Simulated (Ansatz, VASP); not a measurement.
## One calculation of TiSi2, two programs

```
Ti Si
1.0
    -1.46704    1.69434    4.16747
     1.46704   -1.69434    4.16747
     1.46704    1.69434   -4.16747
Ti Si
1 2
Direct
  0.00000 0.00000 0.00000
  0.33038 0.33038 0.00000
  0.66962 0.66962 0.00000
```

Alike in both runs: functional PBEsol; k mesh 18 × 18 × 18; occupations gaussian, width 0.1 eV; no spin polarisation.

Ansatz relaxed the structure, and its values are those at the end. VASP's run is a single point on that final structure, the one shown.

|  | VASP | Ansatz |
| --- | --- | --- |
| version | VASP 6.6.1 | Ansatz 0.2.0 |
| potentials or method | VASP PAW PBE potentials, release 64 (Ti_sv, Si), cutoff 520 eV | scalar-relativistic, plane waves, PAW |
| valence electrons in the cell | 20 | 20 |

Ansatz gave:

- gap on the k mesh at the Fermi level (eV): none
- pressure (GPa): 0.0

Question: Which values does VASP return?

Answer: gap on the k mesh at the Fermi level (eV): none; pressure (GPa): 0.1.

VASP's potentials were made for PBE, not for PBEsol. A gap of «none» marks a metal or a gap that the smearing closes.
